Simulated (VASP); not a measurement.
# TaN in VASP: a series of runs

Runs on TaN. Level: LDA. Tasks: single point.

Everything below comes from runs of VASP 6.6.1. Logs are shortened: lines on timing, memory, paths and dates and some standing lists are left out, and cuts for length are marked.

## (1) The cell of the first run

Symmetry: Fm-3m, No. 225, cubic system. Conventional cell: a = 4.349 Å, b = 4.349 Å, c = 4.349 Å, α = 90.00°, β = 90.00°, γ = 90.00°. Ta (site symmetry m-3m) has 6 N at 2.17 Å within 2.9 Å. Within 2.9 Å of N (site symmetry m-3m) lie 6 Ta at 2.17 Å.

## (2) Single point, LDA

INCAR

```
SYSTEM = TaN
ALGO     = Normal         ! electronic algorithm
EDIFF    = 1E-6           ! SCF threshold, eV
ENCUT    = 520            ! plane-wave cutoff, eV
GGA      = CA             ! functional
ISIF     = 2              ! what is computed and relaxed
ISMEAR   = 0              ! smearing method
LASPH    = .TRUE.         ! aspherical terms in the spheres
LCHARG   = .FALSE.        ! write CHGCAR
LREAL    = .FALSE.        ! projectors in reciprocal space
LWAVE    = .FALSE.        ! write WAVECAR
NBANDS   = 15             ! bands
NELM     = 60             ! most SCF steps
PREC     = Accurate       ! precision mode
SIGMA    = 0.15           ! smearing width, eV
```

KPOINTS

```
k-points
0
G
  18 18 18
  0 0 0
```

POSCAR

```
TaN
1.0
    0.0000000000      2.1742693740      2.1742693740
    2.1742693740      0.0000000000      2.1742693740
    2.1742693740      2.1742693740      0.0000000000
Ta N
1 1
Direct
    0.5000000000      0.5000000000      0.5000000000
    0.0000000000      0.0000000000      0.0000000000
```

Potentials or basis: VASP PAW LDA potentials, release 64 (Ta_pv, N).

On the command line:

```bash
> cat potpaw_LDA.64/Ta_pv/POTCAR potpaw_LDA.64/N/POTCAR > POTCAR
> mpirun -np 1 vasp_std > vasp.out
```

OUTCAR:

```text
SYSTEM = TaN
   EDIFF = 1E-6
   ENCUT = 520
   GGA = CA
   ISIF = 2
   ISMEAR = 0
   LASPH = .TRUE.
   LREAL = .FALSE.
   NELM = 60
   PREC = Accurate

 ion  position               nearest neighbor table
   1  0.500  0.500  0.500-   2 2.17   2 2.17   2 2.17   2 2.17   2 2.17   2 2.17
   2  0.000  0.000  0.000-   1 2.17   1 2.17   1 2.17   1 2.17   1 2.17   1 2.17

  LATTYP: Found a face centered cubic cell.
 ALAT       =     4.3485387480

  Lattice vectors:

 A1 = (   0.0000000000,   2.1742693740,   2.1742693740)
 A2 = (   2.1742693740,   0.0000000000,   2.1742693740)
 A3 = (   2.1742693740,   2.1742693740,   0.0000000000)

Analysis of symmetry for initial positions (statically):
=====================================================================
 Subroutine PRICEL returns:
 Original cell was already a primitive cell.

 Routine SETGRP: Setting up the symmetry group for a
 face centered cubic supercell.

 Subroutine GETGRP returns: Found 48 space group operations
 (whereof 48 operations were pure point group operations)
 out of a pool of 48 trial point group operations.

The static configuration has the point symmetry O_h .

Analysis of symmetry for dynamics (positions and initial velocities):
=====================================================================
 Subroutine PRICEL returns:
 Original cell was already a primitive cell.

 Routine SETGRP: Setting up the symmetry group for a
 face centered cubic supercell.

 Subroutine GETGRP returns: Found 48 space group operations
 (whereof 48 operations were pure point group operations)
 out of a pool of 48 trial point group operations.

The dynamic configuration has the point symmetry O_h .

 Subroutine INISYM returns: Found 48 space group operations
 (whereof 48 operations are pure point group operations),
 and found     1 'primitive' translations

----------------------------------------------------------------------------------------

                                     Primitive cell

  volume of cell :      20.5575

  direct lattice vectors                    reciprocal lattice vectors
     0.000000000  2.174269374  2.174269374    -0.229962306  0.229962306  0.229962306
     2.174269374  0.000000000  2.174269374     0.229962306 -0.229962306  0.229962306
     2.174269374  2.174269374  0.000000000     0.229962306  0.229962306 -0.229962306

  length of vectors
     3.074881237  3.074881237  3.074881237     0.398306399  0.398306399  0.398306399

  position of ions in fractional coordinates (direct lattice)
     0.500000000  0.500000000  0.500000000
     0.000000000  0.000000000  0.000000000

  ion indices of the primitive-cell ions
   primitive index   ion index
                 1           1
                 2           2

----------------------------------------------------------------------------------------

 KPOINTS: k-points

Automatic generation of k-mesh.
 Grid dimensions read from file:
 generate k-points for:   18   18   18

 Generating k-lattice:

  Cartesian coordinates                     Fractional coordinates (reciprocal lattice)
    -0.012775684  0.012775684  0.012775684     0.055555556  0.000000000  0.000000000
     0.012775684 -0.012775684  0.012775684     0.000000000  0.055555556  0.000000000
     0.012775684  0.012775684 -0.012775684     0.000000000  0.000000000  0.055555556

  Length of vectors
     0.022128133  0.022128133  0.022128133

  Shift w.r.t. Gamma in fractional coordinates (k-lattice)
     0.000000000  0.000000000  0.000000000

 Subroutine IBZKPT returns following result:
 ===========================================

 Found    195 irreducible k-points:

 Following reciprocal coordinates:
            Coordinates               Weight
  0.000000  0.000000  0.000000      1.000000
  0.055556  0.000000  0.000000      8.000000
  0.111111  0.000000  0.000000      8.000000
  0.166667  0.000000  0.000000      8.000000
  0.222222  0.000000  0.000000      8.000000
  0.277778  0.000000  0.000000      8.000000
[... 16 lines left out ...]
 -0.277778  0.055556  0.000000     24.000000
 -0.222222  0.055556  0.000000     24.000000
 [... further k-points ...]
   k-points           NKPTS =    195   k-points in BZ     NKDIM =    195   number of bands    NBANDS=     15
   number of dos      NEDOS =    301   number of ions     NIONS =      2
   total plane-waves  NPLWV =  13824
   dimension x,y,z NGX =    24 NGY =   24 NGZ =   24
   dimension x,y,z NGXF=    48 NGYF=   48 NGZF=   48
   ions per type =               1   1
   NGX,Y,Z   is equivalent  to a cutoff of  12.98, 12.98, 12.98 a.u.
   NGXF,Y,Z  is equivalent  to a cutoff of  25.95, 25.95, 25.95 a.u.
 SYSTEM =  TaN
   PREC   = accura    normal or accurate (medium, high low for compatibility)
   ISTART =      0    job   : 0-new  1-cont  2-samecut
   ICHARG =      2    charge: 1-file 2-atom 10-const
   ISPIN  =      1    spin polarized calculation?
   LNONCOLLINEAR =      F non collinear calculations
   LSORBIT =      F    spin-orbit coupling
   LASPH  =      T    aspherical Exc in radial PAW
   ENCUT  =  520.0 eV  38.22 Ry    6.18 a.u.   5.72  5.72  5.72*2*pi/ulx,y,z
   NELM   =     60;   NELMIN=  2; NELMDL= -5     # of ELM steps
   EDIFF  = 0.1E-05   stopping-criterion for ELM
   LREAL  =      F    real-space projection
   EDIFFG = 0.1E-04   stopping-criterion for IOM
   NSW    =      0    number of steps for IOM
   IBRION =     -1    ionic relax: 0-MD 1-quasi-New 2-CG
   NFREE  =      0    steps in history (QN), initial steepest desc. (CG)
   ISIF   =      2    stress and relaxation
   ISYM   =      2    0-nonsym 1-usesym 2-fastsym
   POTIM  = 0.5000    time-step for ionic-motion
   TEBEG  =    0.0;   TEEND  =   0.0 temperature during run
   PSTRESS=    0.0 pullay stress
   NELECT =      16.0000    total number of electrons
   NUPDOWN=      -1.0000    fix difference up-down
   EMIN   =  10.00;   EMAX   =-10.00  energy-range for DOS
   EFERMI =   0.00;   METHOD = LEGACY
   ISMEAR =     0;   SIGMA  =   0.15  broadening in eV -4-tet -1-fermi 0-gaus
   EFERMI_NEDOS =   21; number of points for ismear=-14 and -15
   IALGO  =     38    algorithm
   IMIX   =      4    mixing-type and parameters
     AMIX     =   0.40;   BMIX     =  1.00
     AMIX_MAG =   1.60;   BMIX_MAG =  1.00
  volume/ion in A,a.u.               =      10.28        69.36
  Fermi-wavevector in a.u.,A,eV,Ry     =   1.505884  2.845708 30.853744  2.267686
  Thomas-Fermi vector in A             =   2.616674
   LORBIT       =      0    0 simple, 1 ext, 2 COOP (PROOUT), +10 PAW based schemes
   GGA     = CA    functional components
   LHFCALC =     F    Hartree Fock is set to
   AEXX    =    0.0000 exact exchange contribution
   IVDW    =     0    specifies the selected vdW correction
   LEPSILON=     F    determine dielectric tensor
   LRPA    =     F    only Hartree local field effects (RPA)
 non-spin polarized calculation
 Gauss-broadening in eV      SIGMA  =   0.15
  energy-cutoff  :      520.00
  volume of cell :       20.56
 maximum number of plane-waves:       568
   NGX = 11   NGY = 11   NGZ = 11

 number of electron      16.0000000 magnetization

 Free energy of the ion-electron system (eV)
  ---------------------------------------------------
  ext. energy  EPLUGINS =         0.00000000
  ---------------------------------------------------
  free energy    TOTEN  =       -24.15381960 eV

  energy without entropy =      -24.14450232  energy(sigma->0) =      -24.14916096

 E-fermi :   9.8008     XC(G=0): -13.8456

 val. band max:        9.7960118503   @ k =   0.0000   0.0000   0.0000
 cond. band min:       9.8057223088   @ k =   0.2222   0.1667   0.0556
 fundamental gap:      0.0097104585
 Fermi energy:         9.8007747813

 k-point     1 :       0.0000    0.0000    0.0000
  band No.  band energies     occupation
      1     -25.7049      2.00000
      2     -25.7049      2.00000
      3     -25.7049      2.00000
      4      -9.0937      2.00000
      5       5.9274      2.00000
      6       5.9274      2.00000
      7       5.9274      2.00000
      8       7.5627      2.00000
      9       7.5627      2.00000
     10       7.5627      2.00000
     11       9.7960      1.03582
     12       9.7960      1.03582
     13      11.8204      0.00000
     14      19.2883      0.00000
     15      21.2676      0.00000

 k-point     2 :       0.0556    0.0000    0.0000
  band No.  band energies     occupation
      1     -25.7375      2.00000
      2     -25.7077      2.00000
      3     -25.7077      2.00000
      4      -9.0114      2.00000
      5       5.4986      2.00000
      6       5.6282      2.00000
      7       5.6282      2.00000
      8       7.6981      2.00000
      9       7.6981      2.00000
     10       7.7734      2.00000
     11      10.1331      0.00173
     12      10.1331      0.00173
     13      12.0412      0.00000
     14      19.5324      0.00000
     15      21.2676      0.00000

 k-point     3 :       0.1111    0.0000    0.0000
  band No.  band energies     occupation
      1     -25.8303      2.00000
      2     -25.7160      2.00000
      3     -25.7160      2.00000
      4      -8.7720      2.00000
      5       4.6004      2.00000
      6       4.9868      2.00000
      7       4.9868      2.00000
      8       8.0135      2.00000
      9       8.0135      2.00000
     10       8.1077      2.00000
     11      10.9716      0.00000
     12      10.9716      0.00000
     13      12.6273      0.00000
     14      20.2226      0.00000
     15      21.2674      0.00000

 k-point     4 :       0.1667    0.0000    0.0000
  band No.  band energies     occupation
      1     -25.9693      2.00000
      2     -25.7286      2.00000
      3     -25.7286      2.00000
      4      -8.3966      2.00000
      5       3.5655      2.00000
      6       4.2787      2.00000
      7       4.2787      2.00000
      8       8.4303      2.00000
      9       8.4608      2.00000
     10       8.4608      2.00000
     11      12.0601      0.00000
     12      12.0601      0.00000
     13      13.4105      0.00000
     14      21.2182      0.00000
     15      21.2694      0.00000
[... 307 lines left out ...]
 k-point    22 :      -0.3333    0.0556    0.0000
  band No.  band energies     occupation
      1     -26.5006      2.00000
      2     -25.8136      2.00000
      3     -25.7712      2.00000
      4      -6.6355      2.00000
      5       0.3638      2.00000
      6       2.3579      2.00000
      7       2.6373      2.00000
      8       9.9041      0.32991
      9      10.3335      0.00000
     10      11.2803      0.00000
     11      14.7762      0.00000
     12      15.7619      0.00000
     13      16.5092      0.00000
     14      21.2453      0.00000
     15      22.1244      0.00000

 k-point    23 :      -0.2778    0.0556    0.0000
  band No.  band energies     occupation
      1     -26.3576      2.00000
      2     -25.8007      2.00000
      3     -25.7538      2.00000
      4      -7.1655      2.00000
      5       1.1624      2.00000
      6       2.7235      2.00000
      7       3.0909      2.00000
      8       9.2905      2.00000
      9       9.6098      1.92816
     10      10.6222      0.00000
     11      13.9005      0.00000
     12      15.3649      0.00000
     13      15.4857      0.00000
     14      21.2588      0.00000
     15      22.5873      0.00000

 k-point    24 :      -0.2222    0.0556    0.0000
  band No.  band energies     occupation
      1     -26.1945      2.00000
      2     -25.7838      2.00000
      3     -25.7367      2.00000
      4      -7.7024      2.00000
      5       2.0693      2.00000
      6       3.2096      2.00000
      7       3.6470      2.00000
      8       8.8215      2.00000
      9       8.9399      2.00000
     10       9.9223      0.25206
     11      12.7802      0.00000
     12      14.3294      0.00000
     13      14.7683      0.00000
     14      21.2641      0.00000
     15      22.5733      0.00000

 [... further k-points ...]

------------------------ aborting loop because EDIFF is reached ----------------------------------------

  FORCE on cell =-STRESS in cart. coord.  units (eV):
  Direction    XX          YY          ZZ          XY          YZ          ZX
  --------------------------------------------------------------------------------------
  -------------------------------------------------------------------------------------
  Total        0.2556141      0.2556141      0.2556141      0.0000000      0.0000000      0.0000000
  in kB       19.9216545     19.9216545     19.9216545      0.0000000      0.0000000      0.0000000
  external PRESSURE =      19.9216545 kB  Pullay stress =       0.0000000 kB

 VOLUME and BASIS-vectors are now :
 -----------------------------------------------------------------------------
  energy-cutoff  :      520.00
  volume of cell :       20.56
      direct lattice vectors                 reciprocal lattice vectors
     0.000000000  2.174269374  2.174269374    -0.229962306  0.229962306  0.229962306
     2.174269374  0.000000000  2.174269374     0.229962306 -0.229962306  0.229962306
     2.174269374  2.174269374  0.000000000     0.229962306  0.229962306 -0.229962306

 POSITION                                       TOTAL-FORCE (eV/Angst)
 -----------------------------------------------------------------------------------
      2.17427      2.17427      2.17427        -0.000000     -0.000000     -0.000000
      0.00000      0.00000      0.00000         0.000000      0.000000      0.000000
 -----------------------------------------------------------------------------------
    total drift:                                0.000000     -0.000000     -0.000000

  FREE ENERGIE OF THE ION-ELECTRON SYSTEM (eV)
  ---------------------------------------------------
  free  energy   TOTEN  =       -24.1538196013 eV

  energy  without entropy=      -24.1445023232  energy(sigma->0) =      -24.14916096
```

Wall time 47 s (1 thread of Intel Xeon 8259CL, shared host); peak memory 0.18 GiB.

What came out:

```
Free energy            : -24.1538 eV
Pressure               : 2.0 GPa
Band gap on the k mesh : zero (bands 8 and 9 overlap by 4.21 eV)
```

Levels at points of the mesh, in eV from the Fermi level:
```
           k point  band 4  band 5  band 6  band 7  band 8  band 9  band 10  band 11  band 12  band 13
(0.00, 0.00, 0.00)  -18.89   -3.87   -3.87   -3.87   -2.24   -2.24    -2.24     0.00     0.00     2.02
(0.50, 0.00, 0.00)  -15.57  -10.62   -7.82   -7.82    1.98    1.98     2.09     4.06     7.86     7.86
(0.50, 0.50, 0.00)  -17.62   -6.61   -5.72   -4.65   -4.65    2.15     3.72     3.72     4.98     7.16
```

Caveat: spin-orbit coupling is left out, which moves the levels of the heavy elements.

## (3) Single point, LDA

This run uses another cell than the first one, of 10.01 Å³/atom.

INCAR

```
PREC = Accurate ; ENCUT = 520
EDIFF = 1E-7 ; ISMEAR = 0
SIGMA = 0.15 ; LREAL = False
LASPH = True ; NELM = 100
ALGO = Normal ; ISIF = 2
LWAVE = False ; LCHARG = False
GGA = CA ; NBANDS = 15
```

KPOINTS

```
Automatic mesh
0
Gamma
  18 18 18
```

POSCAR

```
TaN
1.0
    0.0000000000      2.1453515913      2.1742693740
    2.1453515913      0.0000000000      2.1742693740
    2.1453515913      2.1453515913      0.0000000000
Ta N
1 1
Direct
    0.5000000000      0.5000000000      0.5000000000
    0.0000000000      0.0000000000      0.0000000000
```

Potentials or basis: VASP PAW LDA potentials, release 64 (Ta_pv, N).

On the command line:

```bash
> cat potpaw_LDA.64/Ta_pv/POTCAR potpaw_LDA.64/N/POTCAR > POTCAR
> mpirun -np 1 vasp_std > vasp.out
```

It took 2.9 min on 1 thread of Intel Xeon 8259CL, shared host; peak memory 0.25 GiB.

Results (log left out):

```yaml
Free_energy: -24.1228 eV
Pressure: 13.1 GPa
Band_gap_on_the_k_mesh: zero (bands 8 and 9 overlap by 4.27 eV)
```

Stress tensor (GPa, compression positive):
```
16.51  0.00  0.00
 0.00 16.51  0.00
 0.00  0.00  6.19
```

Levels at points of the mesh, in eV from the Fermi level:
| k point | band 4 | band 5 | band 6 | band 7 | band 8 | band 9 | band 10 | band 11 | band 12 | band 13 |
| --- | --- | --- | --- | --- | --- | --- | --- | --- | --- | --- |
| (0.00, 0.00, 0.00) | -19.12 | -4.00 | -3.93 | -3.93 | -2.43 | -2.26 | -2.26 | -0.13 | 0.10 | 2.30 |
| (0.50, 0.00, 0.00) | -15.62 | -10.85 | -8.04 | -8.03 | 2.01 | 2.10 | 2.21 | 4.14 | 7.96 | 8.34 |
| (0.50, 0.50, 0.00) | -17.85 | -6.76 | -5.90 | -4.66 | -4.66 | 2.24 | 3.87 | 3.87 | 5.25 | 7.45 |
| (0.50, 0.00, 0.50) | -17.84 | -6.60 | -5.92 | -4.77 | -4.70 | 2.23 | 3.78 | 3.97 | 5.31 | 7.53 |

Caveat: the stress differs along the axes, from 6 to 17 GPa; spin-orbit coupling is left out, which moves the levels of the heavy elements.

## (4) Single point, LDA (atoms displaced along a vibrational mode)

INCAR

```
SYSTEM = TaN
PREC = Accurate ; ENCUT = 520
EDIFF = 1E-7 ; ISMEAR = 0
SIGMA = 0.15 ; LREAL = .False.
LASPH = .True. ; NELM = 80
ALGO = Normal ; ISIF = 2
LWAVE = .False. ; LCHARG = .True.
GGA = CA ; LELF = .True.
LVHAR = .True. ; NBANDS = 15
```

KPOINTS

```
Automatic mesh
0
Gamma
  18 18 18
  0 0 0
```

POSCAR

```
TaN
1.0
    0.0000000000      2.1742693740      2.1742693740
    2.1742693740      0.0000000000      2.1742693740
    2.1742693740      2.1742693740      0.0000000000
Ta N
1 1
Direct
    0.4989105691      0.5010894309      0.5010894309
    0.0140736932     -0.0140736932     -0.0140736932
```

On the command line:

```bash
> cat potpaw_LDA.64/Ta_pv/POTCAR potpaw_LDA.64/N/POTCAR > POTCAR
> mpirun -np 1 vasp_std > vasp.out
```

Wall time 2.4 min (1 thread of Intel Xeon 8259CL, shared host); peak memory 0.26 GiB.

The run converged. Its results:

```
Free energy            : -24.1345 eV
Pressure               : 2.8 GPa
Largest force          : 0.599 eV/Å
Band gap on the k mesh : zero (bands 8 and 9 overlap by 4.04 eV)
```

Forces in eV/Å, atoms in the order of the input:
```
Ta  -0.599  0.000  0.000
N    0.599  0.000  0.000
```

Stress tensor (GPa, compression positive):
```
4.44 0.00 0.00
0.00 1.99 0.00
0.00 0.00 1.99
```

Levels at points of the mesh, in eV from the Fermi level:
| k point | band 6 | band 7 | band 8 | band 9 | band 10 | band 11 |
| --- | --- | --- | --- | --- | --- | --- |
| (0.00, 0.00, 0.00) | -4.00 | -3.97 | -2.22 | -2.07 | -2.07 | 0.02 |
| (0.50, 0.00, 0.00) | -7.81 | -7.80 | 1.97 | 2.00 | 2.10 | 4.04 |
| (0.50, 0.50, 0.00) | -5.93 | -4.66 | -4.40 | 2.21 | 3.73 | 3.73 |
| (0.00, 0.50, 0.50) | -5.70 | -4.64 | -4.64 | 2.18 | 3.73 | 3.73 |

Caveat: the cell differs from its parent crystal (atoms displaced along a vibrational mode); spin-orbit coupling is left out, which moves the levels of the heavy elements.

## (5) Overview

```csv
cell,gap on the mesh (eV),pressure (GPa)
"a = 3.075 Å, angles 60.0°, 2 atoms, atomic positions A",none,2.0
"a = 3.055, b = 3.055, c = 3.034 Å, angles 60.2, 60.2, 59.6°, 2 atoms, atomic positions A",none,13.1
"a = 3.075 Å, angles 60.0°, 2 atoms, atomic positions B",none,2.8
```

Alike in all rows: task single point; level LDA; potentials or basis VASP PAW LDA potentials, release 64 (Ta_pv, N); no spin polarisation; k mesh 18 × 18 × 18; cutoff (eV) 520; smearing gaussian 0.15 eV.

Caveats: spin-orbit coupling is left out, which moves the levels of the heavy elements; the stress differs along the axes, from 6 to 17 GPa (at least some runs).

Total energies depend on the potentials used, so only differences within one code and one set of settings carry meaning.

The gap in the log of VASP goes by the Fermi energy; the results here count the filled bands.